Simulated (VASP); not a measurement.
LiF (Griceite), 2 atoms in the cell. The structure is cubic, space group Fm-3m (No. 225). Conventional cell: a = 4.028 Å, b = 4.028 Å, c = 4.028 Å, α = 90.00°, β = 90.00°, γ = 90.00°. Li (site symmetry m-3m) has 6 F at 2.01 Å within 2.7 Å. F (site symmetry m-3m) has 6 Li at 2.01 Å within 2.7 Å. 

* Program: VASP 6.6.1
* Task: relaxation of cell and atoms
* Functional: r2SCAN
* Dispersion: D4
* Potentials or basis: VASP PAW PBE potentials, release 64 (Li_sv, F)
* Cutoff: 600 eV
* k mesh: 7 × 7 × 7
* Occupations: gaussian, width 0.01 eV
* Spin: no spin polarisation
* Dipole correction: no
* Further INCAR settings: ALGO = Normal; EDIFF = 1e-07; IBRION = 2; EDIFFG = -0.01; NSW = 50; ISIF = 3

Potentials or basis: VASP PAW PBE potentials, release 64 (Li_sv, F).

Run with:

```bash
$ cat potpaw_PBE.64/Li_sv/POTCAR potpaw_PBE.64/F/POTCAR > POTCAR
$ cp INCAR.step1 INCAR
$ mpirun -np 1 vasp_std > vasp.out
$ cp INCAR.step2 INCAR
$ mpirun -np 1 vasp_std > vasp.out
```

Hardware: 1 thread of Intel(R) Xeon(R) 6975P-C (Granite Rapids), on a shared host.

Task: Estimate the wall time of this run.

Result: Run time: 34 s on 1 thread of Intel(R) Xeon(R) 6975P-C (Granite Rapids) (shared host), peak memory 0.13 GiB. Counts: k points 20, ion steps 4.
